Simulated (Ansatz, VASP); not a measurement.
## CaSe4: VASP beside Ansatz

The input INCAR:

```
SYSTEM = CaSe4
ALGO = Normal
DIPOL = 0.5 0.5 0.500
EDIFF = 1E-6
ENCUT = 520
GGA = PE
IDIPOL = 3
ISIF = 2
ISMEAR = 0
LASPH = .True.
LCHARG = .False.
LDIPOL = .True.
LREAL = .False.
LWAVE = .False.
NBANDS = 25
NELM = 100
PREC = Accurate
SIGMA = 0.1
```

File KPOINTS:

```
k-points
0
Gamma
  3 3 1
  0 0 0
```

Contents of POSCAR:

```
CaSe4
1.0
    5.8601770000      0.0000000000      0.0000000000
   -2.9300880000      5.0750620000      0.0000000000
    0.0000000000      0.0000000000     17.0000000000
Ca Se
1 4
Direct
    0.0000000000      0.0000000000      0.5000000000
    0.3333333300      0.6666666700      0.4220056700
    0.3333333300      0.6666666700      0.5779943300
    0.6666666700      0.3333333300      0.5779943300
    0.6666666700      0.3333333300      0.4220056700
```

Input for Ansatz:

```yaml
crystal:
  lattice:
    - [5.860177, 0.0, 0.0]
    - [-2.930088, 5.075062, 0.0]
    - [0.0, 0.0, 17.0]
  atoms:
    - { symbol: Ca, position: [0.0, 0.0, 0.5] }
    - { symbol: Se, position: [0.33333333, 0.66666667, 0.42200567] }
    - { symbol: Se, position: [0.33333333, 0.66666667, 0.57799433] }
    - { symbol: Se, position: [0.66666667, 0.33333333, 0.57799433] }
    - { symbol: Se, position: [0.66666667, 0.33333333, 0.42200567] }
  periodic: [true, true, false]
basis:
  ecutwfc: 420
kpoints:
  mp_grid: { grid: [3, 3, 1] }
hamiltonian:
  xc: pbe
scf:
  occupations: { method: gaussian, width: 0.1 }
  lower_state_search: "off"
output:
  forces: true
  stress: true
  eigenvalues: true
```

Alike in both runs: task single point; functional PBE; k mesh 3 × 3 × 1; occupations gaussian, width 0.1 eV; no spin polarisation.

|  | VASP | Ansatz |
| --- | --- | --- |
| version | VASP 6.6.1 | Ansatz 0.2.0 |
| potentials or method | VASP PAW PBE potentials, release 64 (Ca_sv, Se), cutoff 520 eV | scalar-relativistic, plane waves, PAW |
| valence electrons in the cell | 34 | 74 |

VASP gave:

* gap on the k mesh at the Fermi level (eV): none
* rms of the force components (eV/Å): 1.385

Task: Estimate Ansatz's values.

Result: gap on the k mesh at the Fermi level (eV): none; rms of the force components (eV/Å): 1.387.

Atom by atom the forces differ by 0.002 eV/Å (rms over components). A gap of «none» marks a metal or a gap that the smearing closes. VASP's potentials hold 34 valence electrons a cell and Ansatz's 74, so a difference there can come from the potentials and not from the codes. Ansatz's warnings: slab cell height set.

The k mesh is coarse, so the values compare programs but aren't converged.
